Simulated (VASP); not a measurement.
# GaAs in VASP: further runs

The runs below take GaAs through single point, with PBE, r2SCAN, HSE06.

All numbers are computed with VASP 6.6.1; they aren't measurements. Logs are shortened: lines on timing, memory, paths and dates and some standing lists are left out, and cuts for length are marked.

### Step 1. The cell of the first run

Symmetry: I-4m2, No. 119, tetragonal system. Conventional cell: a = 3.838 Å, b = 3.838 Å, c = 5.666 Å, α = 90.00°, β = 90.00°, γ = 90.00°. Within 3.2 Å of Ga (site symmetry -4m2) lie 4 As at 2.38 Å. As (site symmetry -4m2) has 4 Ga at 2.38 Å within 3.2 Å.

### Step 2. Single point, PBE (biaxial xy strain -4.2%)

Input file INCAR:

```
SYSTEM = GaAs
PREC = Accurate ; ENCUT = 520
EDIFF = 1E-6 ; ISMEAR = -1
SIGMA = 0.02 ; LREAL = .FALSE.
LASPH = .TRUE. ; NELM = 60
ALGO = Normal ; ISIF = 2
LWAVE = .FALSE. ; LCHARG = .FALSE.
GGA = PE ; NBANDS = 16
```

Input file KPOINTS:

```
regular mesh
0
G
  8 8 8
  0 0 0
```

Input file POSCAR:

```
GaAs
1.0
    0.0000000000      2.7135270810      2.8330831917
    2.7135270810      0.0000000000      2.8330831917
    2.7135270810      2.7135270810      0.0000000000
Ga As
1 1
Direct
    0.0000000000      0.0000000000      0.0000000000
    0.2500000000      0.2500000000      0.2500000000
```

Potentials or basis: VASP PAW PBE potentials, release 64 (Ga_d, As).

Started as:

```console
$ cat potpaw_PBE.64/Ga_d/POTCAR potpaw_PBE.64/As/POTCAR > POTCAR
$ mpirun -np 1 vasp_std > vasp.out
```

OUTCAR:

```text
SYSTEM = GaAs
   PREC = Accurate
   ENCUT = 520
   EDIFF = 1E-6
   ISMEAR = -1
   LREAL = .FALSE.
   LASPH = .TRUE.
   NELM = 60
   ISIF = 2
   GGA = PE

 ion  position               nearest neighbor table
   1  0.000  0.000  0.000-   2 2.38   2 2.38   2 2.38   2 2.38
   2  0.250  0.250  0.250-   1 2.38   1 2.38   1 2.38   1 2.38

  LATTYP: Found a body centered tetragonal cell.
 ALAT       =     3.8375067998
 C/A-ratio  =     1.4765228256

  Lattice vectors:

 A1 = (  -2.7135270810,   0.0000000000,   2.8330831917)
 A2 = (   2.7135270810,   0.0000000000,   2.8330831917)
 A3 = (   0.0000000000,   2.7135270810,  -2.8330831917)

Analysis of symmetry for initial positions (statically):
=====================================================================
 Subroutine PRICEL returns:
 Original cell was already a primitive cell.

 Routine SETGRP: Setting up the symmetry group for a
 body centered tetragonal supercell.

 Subroutine GETGRP returns: Found  8 space group operations
 (whereof  8 operations were pure point group operations)
 out of a pool of 16 trial point group operations.

The static configuration has the point symmetry D_2d.

Analysis of symmetry for dynamics (positions and initial velocities):
=====================================================================
 Subroutine PRICEL returns:
 Original cell was already a primitive cell.

 Routine SETGRP: Setting up the symmetry group for a
 body centered tetragonal supercell.

 Subroutine GETGRP returns: Found  8 space group operations
 (whereof  8 operations were pure point group operations)
 out of a pool of 16 trial point group operations.

The dynamic configuration has the point symmetry D_2d.

 Subroutine INISYM returns: Found  8 space group operations
 (whereof  8 operations are pure point group operations),
 and found     1 'primitive' translations

----------------------------------------------------------------------------------------

                                     Primitive cell

  volume of cell :      41.7213

  direct lattice vectors                    reciprocal lattice vectors
     0.000000000  2.713527081  2.833083192    -0.184262027  0.184262027  0.176486169
     2.713527081  0.000000000  2.833083192     0.184262027 -0.184262027  0.176486169
     2.713527081  2.713527081  0.000000000     0.184262027  0.184262027 -0.176486169

  length of vectors
     3.922956741  3.922956741  3.837506800     0.314725844  0.314725844  0.314725844

  position of ions in fractional coordinates (direct lattice)
     0.000000000  0.000000000  0.000000000
     0.250000000  0.250000000  0.250000000

  ion indices of the primitive-cell ions
   primitive index   ion index
                 1           1
                 2           2

----------------------------------------------------------------------------------------

 KPOINTS: regular mesh

Automatic generation of k-mesh.
 Grid dimensions read from file:
 generate k-points for:    8    8    8

 Generating k-lattice:

  Cartesian coordinates                     Fractional coordinates (reciprocal lattice)
    -0.023032753  0.023032753  0.022060771     0.125000000  0.000000000  0.000000000
     0.023032753 -0.023032753  0.022060771     0.000000000  0.125000000  0.000000000
     0.023032753  0.023032753 -0.022060771     0.000000000  0.000000000  0.125000000

  Length of vectors
     0.039340731  0.039340731  0.039340731

  Shift w.r.t. Gamma in fractional coordinates (k-lattice)
     0.000000000  0.000000000  0.000000000

 Subroutine IBZKPT returns following result:
 ===========================================

 Found     59 irreducible k-points:

 Following reciprocal coordinates:
            Coordinates               Weight
  0.000000  0.000000  0.000000      1.000000
  0.125000 -0.000000  0.000000      8.000000
  0.250000 -0.000000  0.000000      8.000000
  0.375000  0.000000  0.000000      8.000000
  0.500000 -0.000000  0.000000      4.000000
  0.125000  0.125000  0.000000      2.000000
[... 16 lines left out ...]
  0.250000 -0.000000  0.125000     16.000000
  0.375000  0.000000  0.125000     16.000000
 [... further k-points ...]
   k-points           NKPTS =     59   k-points in BZ     NKDIM =     59   number of bands    NBANDS=     16
   number of dos      NEDOS =    301   number of ions     NIONS =      2
   total plane-waves  NPLWV =  27000
   dimension x,y,z NGX =    30 NGY =   30 NGZ =   30
   dimension x,y,z NGXF=    60 NGYF=   60 NGZF=   60
   ions per type =               1   1
   NGX,Y,Z   is equivalent  to a cutoff of  12.71, 12.71, 13.00 a.u.
   NGXF,Y,Z  is equivalent  to a cutoff of  25.43, 25.43, 25.99 a.u.
 SYSTEM =  GaAs
   PREC   = accura    normal or accurate (medium, high low for compatibility)
   ISTART =      0    job   : 0-new  1-cont  2-samecut
   ICHARG =      2    charge: 1-file 2-atom 10-const
   ISPIN  =      1    spin polarized calculation?
   LNONCOLLINEAR =      F non collinear calculations
   LSORBIT =      F    spin-orbit coupling
   LASPH  =      T    aspherical Exc in radial PAW
   ENCUT  =  520.0 eV  38.22 Ry    6.18 a.u.   7.29  7.29  7.14*2*pi/ulx,y,z
   NELM   =     60;   NELMIN=  2; NELMDL= -5     # of ELM steps
   EDIFF  = 0.1E-05   stopping-criterion for ELM
   LREAL  =      F    real-space projection
   EDIFFG = 0.1E-04   stopping-criterion for IOM
   NSW    =      0    number of steps for IOM
   IBRION =     -1    ionic relax: 0-MD 1-quasi-New 2-CG
   NFREE  =      0    steps in history (QN), initial steepest desc. (CG)
   ISIF   =      2    stress and relaxation
   ISYM   =      2    0-nonsym 1-usesym 2-fastsym
   POTIM  = 0.5000    time-step for ionic-motion
   TEBEG  =    0.0;   TEEND  =   0.0 temperature during run
   PSTRESS=    0.0 pullay stress
   NELECT =      18.0000    total number of electrons
   NUPDOWN=      -1.0000    fix difference up-down
   EMIN   =  10.00;   EMAX   =-10.00  energy-range for DOS
   EFERMI =   0.00;   METHOD = LEGACY
   ISMEAR =    -1;   SIGMA  =   0.02  broadening in eV -4-tet -1-fermi 0-gaus
   EFERMI_NEDOS =   21; number of points for ismear=-14 and -15
   IALGO  =     38    algorithm
   IMIX   =      4    mixing-type and parameters
     AMIX     =   0.40;   BMIX     =  1.00
     AMIX_MAG =   1.60;   BMIX_MAG =  1.00
  volume/ion in A,a.u.               =      20.86       140.77
  Fermi-wavevector in a.u.,A,eV,Ry     =   1.237029  2.337645 20.820180  1.530240
  Thomas-Fermi vector in A             =   2.371613
   LORBIT       =      0    0 simple, 1 ext, 2 COOP (PROOUT), +10 PAW based schemes
   GGA     = PE    functional components
   LHFCALC =     F    Hartree Fock is set to
   AEXX    =    0.0000 exact exchange contribution
   IVDW    =     0    specifies the selected vdW correction
   LEPSILON=     F    determine dielectric tensor
   LRPA    =     F    only Hartree local field effects (RPA)
 non-spin polarized calculation
  energy-cutoff  :      520.00
  volume of cell :       41.72
 maximum number of plane-waves:      1136
 NGX is ok and might be reduce to    30
   NGX = 15   NGY = 15   NGZ = 15

 number of electron      17.9999998 magnetization

 Free energy of the ion-electron system (eV)
  ---------------------------------------------------
  ext. energy  EPLUGINS =         0.00000000
  ---------------------------------------------------
  free energy    TOTEN  =        -8.08916334 eV

  energy without entropy =       -8.08916334  energy(sigma->0) =       -8.08916334

 E-fermi :   5.2754     XC(G=0):  -9.9529

 val. band max:        4.8093658991   @ k =   0.0000   0.0000   0.0000
 cond. band min:       5.8378649064   @ k =   0.0000   0.0000   0.0000
 fundamental gap:      1.0284990072
 Fermi energy:         5.2753518679

 k-point     1 :       0.0000    0.0000    0.0000
  band No.  band energies     occupation
      1     -10.2679      2.00000
      2     -10.2564      2.00000
      3     -10.2564      2.00000
      4     -10.1622      2.00000
      5     -10.1584      2.00000
      6      -8.6096      2.00000
[... 8 lines left out ...]
     15      14.5405      0.00000
     16      15.4878      0.00000

 k-point     2 :       0.1250   -0.0000    0.0000
  band No.  band energies     occupation
      1     -10.2814      2.00000
      2     -10.2584      2.00000
      3     -10.2519      2.00000
      4     -10.1629      2.00000
      5     -10.1581      2.00000
      6      -8.4034      2.00000
[... 8 lines left out ...]
     15      13.7913      0.00000
     16      14.4156      0.00000

 k-point     3 :       0.2500   -0.0000    0.0000
  band No.  band energies     occupation
      1     -10.3222      2.00000
      2     -10.2492      2.00000
      3     -10.2420      2.00000
      4     -10.1633      2.00000
      5     -10.1562      2.00000
      6      -7.8286      2.00000
[... 8 lines left out ...]
     15      13.9747      0.00000
     16      14.0709      0.00000

 k-point     4 :       0.3750    0.0000    0.0000
  band No.  band energies     occupation
      1     -10.3570      2.00000
      2     -10.2415      2.00000
      3     -10.2342      2.00000
      4     -10.1617      2.00000
      5     -10.1520      2.00000
      6      -7.0461      2.00000
[... 8 lines left out ...]
     15      15.0606      0.00000
     16      15.3396      0.00000
[... 324 lines left out ...]
 k-point    22 :       0.1250    0.0000    0.1250
  band No.  band energies     occupation
      1     -10.2878      2.00000
      2     -10.2579      2.00000
      3     -10.2482      2.00000
      4     -10.1663      2.00000
      5     -10.1562      2.00000
      6      -8.3284      2.00000
[... 8 lines left out ...]
     15      14.0037      0.00000
     16      14.9850      0.00000

 k-point    23 :       0.2500   -0.0000    0.1250
  band No.  band energies     occupation
      1     -10.3218      2.00000
      2     -10.2468      2.00000
      3     -10.2393      2.00000
      4     -10.1701      2.00000
      5     -10.1535      2.00000
      6      -7.8704      2.00000
[... 8 lines left out ...]
     15      14.8048      0.00000
     16      15.3025      0.00000

 k-point    24 :       0.3750    0.0000    0.1250
  band No.  band energies     occupation
      1     -10.3548      2.00000
      2     -10.2375      2.00000
      3     -10.2315      2.00000
      4     -10.1697      2.00000
      5     -10.1505      2.00000
      6      -7.1376      2.00000
[... 8 lines left out ...]
     15      15.2525      0.00000
     16      16.1263      0.00000

 [... further k-points ...]
[... 5 lines left out ...]
  --------------------------------------------------------------------------------------
  -------------------------------------------------------------------------------------
  Total        3.0240668      3.0240668      2.2977719      0.0000000      0.0000000      0.0000000
  in kB      116.1299708    116.1299708     88.2388523      0.0000000      0.0000000      0.0000000
  external PRESSURE =     106.8329313 kB  Pullay stress =       0.0000000 kB

 VOLUME and BASIS-vectors are now :
 -----------------------------------------------------------------------------
  energy-cutoff  :      520.00
  volume of cell :       41.72
      direct lattice vectors                 reciprocal lattice vectors
     0.000000000  2.713527081  2.833083192    -0.184262027  0.184262027  0.176486169
     2.713527081  0.000000000  2.833083192     0.184262027 -0.184262027  0.176486169
     2.713527081  2.713527081  0.000000000     0.184262027  0.184262027 -0.176486169

 POSITION                                       TOTAL-FORCE (eV/Angst)
 -----------------------------------------------------------------------------------
      0.00000      0.00000      0.00000         0.000000      0.000000      0.000000
      1.35676      1.35676      1.41654        -0.000000     -0.000000     -0.000000
 -----------------------------------------------------------------------------------
    total drift:                                0.000001      0.000001      0.000003

  FREE ENERGIE OF THE ION-ELECTRON SYSTEM (eV)
  ---------------------------------------------------
  free  energy   TOTEN  =        -8.0891633448 eV

  energy  without entropy=       -8.0891633448  energy(sigma->0) =       -8.08916334
```

It took 28 s on 1 thread of Intel Xeon Platinum 8488C (Sapphire Rapids), shared host; peak memory 0.19 GiB.

Results:

* Free energy: -8.0892 eV
* Pressure: 10.7 GPa
* Band gap on the k mesh: 1.03 eV, direct

Levels at points of the mesh, in eV from the valence-band top:
```tsv
k point	band 6	band 7	band 8	band 9	band 10	band 11	band 12	band 13
(0.00, 0.00, 0.00)	-13.42	-0.28	0.00	0.00	1.03	3.62	3.62	3.73
(0.50, 0.00, 0.00)	-11.39	-7.19	-1.56	-1.16	1.10	4.44	4.73	7.74
(0.50, 0.50, 0.00)	-10.68	-7.49	-2.85	-2.85	1.41	1.79	10.71	10.71
(0.50, 0.00, 0.50)	-10.48	-7.20	-3.18	-3.15	1.11	1.36	10.46	10.72
```

Caveat: the cell differs from its parent crystal (biaxial xy strain -4.2%).

### Step 3. Single point, r2SCAN (biaxial xy strain -4.2%)

POSCAR is that of step 2.

Input file INCAR.step1:

```
SYSTEM = GaAs
PREC = Accurate ; ENCUT = 520
ISMEAR = 0 ; SIGMA = 0.01
LREAL = .FALSE. ; LASPH = .TRUE.
NELM = 80 ; NBANDS = 16
GGA = PE ; ALGO = Normal
EDIFF = 1E-4 ; LWAVE = .TRUE.
LCHARG = .FALSE.
```

Input file INCAR.step2:

```
SYSTEM = GaAs
PREC = Accurate ; ENCUT = 520
EDIFF = 1E-7 ; ISMEAR = 0
SIGMA = 0.01 ; LREAL = .FALSE.
LASPH = .TRUE. ; NELM = 80
ALGO = Normal ; ISIF = 2
LWAVE = .FALSE. ; LCHARG = .FALSE.
METAGGA = R2SCAN ; LMIXTAU = .TRUE.
NBANDS = 16 ; ISTART = 1
```

Input file KPOINTS:

```
Automatic mesh
0
G
  8 8 8
  0 0 0
```

Potentials or basis: VASP PAW PBE potentials, release 64 (Ga_d, As).

Started as:

```console
$ cat potpaw_PBE.64/Ga_d/POTCAR potpaw_PBE.64/As/POTCAR > POTCAR
$ cp INCAR.step1 INCAR
$ mpirun -np 1 vasp_std > vasp.out
$ cp INCAR.step2 INCAR
$ mpirun -np 1 vasp_std > vasp.out
```

It took 1.9 min on 1 thread of Intel Xeon Platinum 8488C (Sapphire Rapids), shared host; peak memory 0.19 GiB.

Results (log left out):

```
Free energy            : -26.9561 eV
Pressure               : 7.7 GPa
Band gap on the k mesh : 1.40 eV, indirect (least direct gap 1.54 eV)
```

Stress tensor (GPa, compression positive):
```
8.79 0.00 0.00
0.00 8.79 0.00
0.00 0.00 5.58
```

Levels at points of the mesh, in eV from the valence-band top:
| k point | band 6 | band 7 | band 8 | band 9 | band 10 | band 11 | band 12 | band 13 |
| --- | --- | --- | --- | --- | --- | --- | --- | --- |
| (0.00, 0.00, 0.00) | -13.93 | -0.30 | 0.00 | 0.00 | 1.54 | 3.92 | 3.92 | 4.05 |
| (0.50, 0.00, 0.00) | -11.80 | -7.39 | -1.62 | -1.21 | 1.47 | 4.79 | 5.08 | 8.31 |
| (0.50, 0.50, 0.00) | -11.06 | -7.69 | -2.96 | -2.96 | 1.73 | 2.11 | 11.44 | 11.44 |
| (0.50, 0.00, 0.50) | -10.85 | -7.40 | -3.29 | -3.26 | 1.40 | 1.65 | 11.18 | 11.42 |

Caveat: the cell differs from its parent crystal (biaxial xy strain -4.2%); the PAW data sets were made with another functional, which shifts forces and pressure a little. A k mesh can miss the band edges.

(Continued in part 2 of 2.)
